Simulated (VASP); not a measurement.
# PmO (P1) in VASP: single point with PBE

Aim: the single point of PmO with PBE.

Program: VASP 6.6.1. These are calculated values, not measurements. Logs are shortened: lines on timing, memory, paths and dates and some standing lists are left out, and cuts for length are marked.

## 1. The cell of the first run

The typed cell holds 2 atoms: a = 3.514 Å, b = 3.514 Å, c = 3.514 Å, α = 60.00°, β = 60.00°, γ = 60.00°.

## 2. Single point, PBE, collinear spin, ferromagnetic start

INCAR

```
ALGO     = Normal         # electronic algorithm
EDIFF    = 1E-6           # SCF threshold, eV
ENCUT    = 600            # plane-wave cutoff, eV
GGA      = PE             # functional
GGA_COMPAT= F            
ISIF     = 2              # what is computed and relaxed
ISMEAR   = -1             # smearing method
ISPIN    = 2              # spin polarisation
LASPH    = T              # aspherical terms in the spheres
LCHARG   = T              # write CHGCAR
LELF     = T              # ELF
LMAXMIX  = 6              # l up to which the mixer works
LORBIT   = 11             # projections on sites
LREAL    = F              # projectors in reciprocal space
LVHAR    = T            
LWAVE    = F              # write WAVECAR
MAGMOM   = 4 0            # initial moments
NBANDS   = 22             # bands
NELM     = 200            # most SCF steps
PREC     = Accurate       # precision mode
SIGMA    = 0.1            # smearing width, eV
```

KPOINTS

```
k-points
0
Gamma
  1 1 1
```

POSCAR

```
PmO
1.0
    0.0000000000      2.4850000000      2.4850000000
    2.4850000000      0.0000000000      2.4850000000
    2.4850000000      2.4850000000      0.0000000000
Pm O
1 1
Direct
    0.0134295000     -0.0096209000     -0.0128419000
    0.5071953000      0.4974163000      0.4994152000
```

Potentials or basis: VASP PAW PBE potentials, release 64 (Pm, O).

Launch:

```sh
$ cat potpaw_PBE.64/Pm/POTCAR potpaw_PBE.64/O/POTCAR > POTCAR
$ mpirun -np 1 vasp_gam > vasp.out
```

OUTCAR:

```text
EDIFF = 1E-6
   ENCUT = 600
   GGA = PE
   ISIF = 2
   ISMEAR = -1
   ISPIN = 2
   LASPH = T
   LORBIT = 11
   LREAL = F
   NELM = 200
   PREC = Accurate

 ion  position               nearest neighbor table
   1  0.013  0.990  0.987-   2 2.44   2 2.47   2 2.48   2 2.49   2 2.50   2 2.53
   2  0.507  0.497  0.499-   1 2.44   1 2.47   1 2.48   1 2.49   1 2.50   1 2.53

  LATTYP: Found a face centered cubic cell.
 ALAT       =     4.9700000000

  Lattice vectors:

 A1 = (   0.0000000000,   2.4850000000,   2.4850000000)
 A2 = (   2.4850000000,   0.0000000000,   2.4850000000)
 A3 = (   2.4850000000,   2.4850000000,   0.0000000000)

Analysis of symmetry for initial positions (statically):
=====================================================================
 Subroutine PRICEL returns:
 Original cell was already a primitive cell.

 Routine SETGRP: Setting up the symmetry group for a
 face centered cubic supercell.

 Subroutine GETGRP returns: Found  1 space group operations
 (whereof  1 operations were pure point group operations)
 out of a pool of 48 trial point group operations.

The static configuration has the point symmetry C_1 .

Analysis of symmetry for dynamics (positions and initial velocities):
=====================================================================
 Subroutine PRICEL returns:
 Original cell was already a primitive cell.

 Routine SETGRP: Setting up the symmetry group for a
 face centered cubic supercell.

 Subroutine GETGRP returns: Found  1 space group operations
 (whereof  1 operations were pure point group operations)
 out of a pool of 48 trial point group operations.

The dynamic configuration has the point symmetry C_1 .

Analysis of structural, dynamic, and magnetic symmetry:
=====================================================================
 Subroutine PRICEL returns:
 Original cell was already a primitive cell.

 Routine SETGRP: Setting up the symmetry group for a
 face centered cubic supercell.

 Subroutine GETGRP returns: Found  1 space group operations
 (whereof  1 operations were pure point group operations)
 out of a pool of 48 trial point group operations.

The overall configuration has the point symmetry C_1 .

 Subroutine INISYM returns: Found  1 space group operations
 (whereof  1 operations are pure point group operations),
 and found     1 'primitive' translations

----------------------------------------------------------------------------------------

                                     Primitive cell

  volume of cell :      30.6909

  direct lattice vectors                    reciprocal lattice vectors
     0.000000000  2.485000000  2.485000000    -0.201207243  0.201207243  0.201207243
     2.485000000  0.000000000  2.485000000     0.201207243 -0.201207243  0.201207243
     2.485000000  2.485000000  0.000000000     0.201207243  0.201207243 -0.201207243

  length of vectors
     3.514320702  3.514320702  3.514320702     0.348501169  0.348501169  0.348501169

  position of ions in fractional coordinates (direct lattice)
     0.013429500  0.990379100  0.987158100
     0.507195300  0.497416300  0.499415200

  ion indices of the primitive-cell ions
   primitive index   ion index
                 1           1
                 2           2

----------------------------------------------------------------------------------------

 KPOINTS: k-points

Automatic generation of k-mesh.
 Grid dimensions read from file:
 generate k-points for:    1    1    1

 Generating k-lattice:

  Cartesian coordinates                     Fractional coordinates (reciprocal lattice)
    -0.201207243  0.201207243  0.201207243     1.000000000  0.000000000  0.000000000
     0.201207243 -0.201207243  0.201207243     0.000000000  1.000000000  0.000000000
     0.201207243  0.201207243 -0.201207243     0.000000000  0.000000000  1.000000000

  Length of vectors
     0.348501169  0.348501169  0.348501169

  Shift w.r.t. Gamma in fractional coordinates (k-lattice)
     0.000000000  0.000000000  0.000000000

 Subroutine IBZKPT returns following result:
 ===========================================

 Found      1 irreducible k-points:

 Following reciprocal coordinates:
            Coordinates               Weight
  0.000000  0.000000  0.000000      1.000000
   k-points           NKPTS =      1   k-points in BZ     NKDIM =      1   number of bands    NBANDS=     22
   number of dos      NEDOS =    301   number of ions     NIONS =      2
   total plane-waves  NPLWV =  21952
   dimension x,y,z NGX =    28 NGY =   28 NGZ =   28
   dimension x,y,z NGXF=    56 NGYF=   56 NGZF=   56
   ions per type =               1   1
   NGX,Y,Z   is equivalent  to a cutoff of  13.25, 13.25, 13.25 a.u.
   NGXF,Y,Z  is equivalent  to a cutoff of  26.49, 26.49, 26.49 a.u.
 SYSTEM =  unknown system
   PREC   = accura    normal or accurate (medium, high low for compatibility)
   ISTART =      0    job   : 0-new  1-cont  2-samecut
   ICHARG =      2    charge: 1-file 2-atom 10-const
   ISPIN  =      2    spin polarized calculation?
   LNONCOLLINEAR =      F non collinear calculations
   LSORBIT =      F    spin-orbit coupling
   LASPH  =      T    aspherical Exc in radial PAW
   ENCUT  =  600.0 eV  44.10 Ry    6.64 a.u.   7.02  7.02  7.02*2*pi/ulx,y,z
   NELM   =    200;   NELMIN=  2; NELMDL= -5     # of ELM steps
   EDIFF  = 0.1E-05   stopping-criterion for ELM
   LREAL  =      F    real-space projection
   EDIFFG = 0.1E-04   stopping-criterion for IOM
   NSW    =      0    number of steps for IOM
   IBRION =     -1    ionic relax: 0-MD 1-quasi-New 2-CG
   NFREE  =      0    steps in history (QN), initial steepest desc. (CG)
   ISIF   =      2    stress and relaxation
   ISYM   =      2    0-nonsym 1-usesym 2-fastsym
   POTIM  = 0.5000    time-step for ionic-motion
   TEBEG  =    0.0;   TEEND  =   0.0 temperature during run
   PSTRESS=    0.0 pullay stress
   NELECT =      21.0000    total number of electrons
   NUPDOWN=      -1.0000    fix difference up-down
   EMIN   =  10.00;   EMAX   =-10.00  energy-range for DOS
   EFERMI =   0.00;   METHOD = LEGACY
   ISMEAR =    -1;   SIGMA  =   0.10  broadening in eV -4-tet -1-fermi 0-gaus
   EFERMI_NEDOS =   21; number of points for ismear=-14 and -15
   IALGO  =     38    algorithm
   IMIX   =      4    mixing-type and parameters
     AMIX     =   0.40;   BMIX     =  1.00
     AMIX_MAG =   1.60;   BMIX_MAG =  1.00
  volume/ion in A,a.u.               =      15.35       103.56
  Fermi-wavevector in a.u.,A,eV,Ry     =   1.442596  2.726112 28.314875  2.081085
  Thomas-Fermi vector in A             =   2.561099
   LORBIT       =     11    0 simple, 1 ext, 2 COOP (PROOUT), +10 PAW based schemes
   GGA     = PE    functional components
   LHFCALC =     F    Hartree Fock is set to
   AEXX    =    0.0000 exact exchange contribution
   IVDW    =     0    specifies the selected vdW correction
   LEPSILON=     F    determine dielectric tensor
   LRPA    =     F    only Hartree local field effects (RPA)
 spin polarized calculation
  energy-cutoff  :      600.00
  volume of cell :       30.69
 maximum number of plane-waves:       483
 NGX is ok and might be reduce to    28
   NGX = 13   NGY = 13   NGZ = 13

 number of electron      21.0000000 magnetization       5.0001010

 Free energy of the ion-electron system (eV)
  ---------------------------------------------------
  ext. energy  EPLUGINS =         0.00000000
  ---------------------------------------------------
  free energy    TOTEN  =       -10.17760645 eV

  energy without entropy =      -10.12597303  energy(sigma->0) =      -10.15178974

 E-fermi :   9.2219     XC(G=0): -11.5518

 val. band max:        8.9238762060   @ k =   0.0000   0.0000   0.0000
 cond. band min:       9.6057615824   @ k =   0.0000   0.0000   0.0000
 fundamental gap:      0.6818853764
 Fermi energy:         9.2219129170

 spin component 1

 k-point     1 :       0.0000    0.0000    0.0000
  band No.  band energies     occupation
      1     -30.0722      1.00000
      2      -9.8715      1.00000
      3      -9.8509      1.00000
      4      -9.8446      1.00000
      5      -9.2194      1.00000
      6       5.4300      1.00000
[... 14 lines left out ...]
     21      12.6629      0.00000
     22      17.4035      0.00000
 Fermi energy:         9.2219129170

 spin component 2

 k-point     1 :       0.0000    0.0000    0.0000
  band No.  band energies     occupation
      1     -28.1309      1.00000
      2      -9.2355      1.00000
      3      -8.3769      1.00000
      4      -8.3755      1.00000
      5      -8.3531      1.00000
      6       5.6121      1.00000
[... 14 lines left out ...]
     21      13.3698      0.00000
     22      20.0864      0.00000

------------------------ aborting loop because EDIFF is reached ----------------------------------------

  FORCE on cell =-STRESS in cart. coord.  units (eV):
  Direction    XX          YY          ZZ          XY          YZ          ZX
  --------------------------------------------------------------------------------------
  -------------------------------------------------------------------------------------
  Total       15.5284128     15.3153693     15.2975256      0.2595877      0.0122944      0.0356920
  in kB      810.6408301    799.5191694    798.5876608     13.5514443      0.6418121      1.8632543
  external PRESSURE =     802.9158868 kB  Pullay stress =       0.0000000 kB

 VOLUME and BASIS-vectors are now :
 -----------------------------------------------------------------------------
  energy-cutoff  :      600.00
  volume of cell :       30.69
      direct lattice vectors                 reciprocal lattice vectors
     0.000000000  2.485000000  2.485000000    -0.201207243  0.201207243  0.201207243
     2.485000000  0.000000000  2.485000000     0.201207243 -0.201207243  0.201207243
     2.485000000  2.485000000  0.000000000     0.201207243  0.201207243 -0.201207243

 POSITION                                       TOTAL-FORCE (eV/Angst)
 -----------------------------------------------------------------------------------
      4.91418      2.48646      2.49446        -1.848518     -0.588181     -0.078567
      2.47713      2.50143      2.49646         1.848518      0.588181      0.078567
 -----------------------------------------------------------------------------------
    total drift:                                0.000116     -0.000000      0.000124

  FREE ENERGIE OF THE ION-ELECTRON SYSTEM (eV)
  ---------------------------------------------------
  free  energy   TOTEN  =       -10.1776064531 eV

  energy  without entropy=      -10.1259730334  energy(sigma->0) =      -10.15178974

 total charge

# of ion       s       p       d       f       tot
--------------------------------------------------
    1        2.139   5.691   0.013   4.579  12.423
    2        1.600   3.539   0.000   0.000   5.139
--------------------------------------------------
tot          3.740   9.230   0.013   4.579  17.561

 magnetization (x)

# of ion       s       p       d       f       tot
--------------------------------------------------
    1        0.151  -0.016   0.007   4.109   4.250
    2        0.119  -0.190   0.000   0.000  -0.070
--------------------------------------------------
tot          0.270  -0.206   0.007   4.109   4.180
```

It took 9.4 s on 1 thread of Intel Xeon 6975P-C (Granite Rapids), shared host; peak memory 0.17 GiB.

What came out:

* Free energy: -10.1776 eV
* Pressure: 80.3 GPa
* Largest force: 1.941 eV/Å
* Net moment: 5.00 μB per cell
* Site moments: Pm +4.25; O -0.07 μB
* Valence electrons inside the program's atomic spheres: Pm 12.42; O 5.14

Forces on the atoms (eV/Å):
```
Pm  -1.849 -0.588 -0.079
O    1.849  0.588  0.079
```

Stress tensor (GPa, compression positive):
```
81.06  1.36  0.19
 1.36 79.95  0.06
 0.19  0.06 79.86
```

Levels at points of the mesh, in eV from the Fermi level:
Spin up:
```
           k point  band 10  band 11  band 12  band 13  band 14  band 15  band 16  band 17
(0.00, 0.00, 0.00)    -0.63    -0.63    -0.63    -0.30     0.38     0.39     0.46     0.66
```
Spin down:
| k point | band 4 | band 5 | band 6 | band 7 | band 8 | band 9 | band 10 | band 11 | band 12 | band 13 |
| --- | --- | --- | --- | --- | --- | --- | --- | --- | --- | --- |
| (0.00, 0.00, 0.00) | -17.60 | -17.58 | -3.61 | -3.61 | -3.60 | 1.36 | 1.86 | 1.87 | 1.87 | 2.11 |

Caveat: the k points lie up to 2.19 Å⁻¹ apart; the magnetic or orbital state may not be the lowest; spin-orbit coupling is left out, which moves the levels of the heavy elements; semilocal functionals describe open f shells poorly, which spoils levels, moments and volumes; forces of over 1 eV/Å act on the atoms, so gaps and moduli don't describe the material at rest.
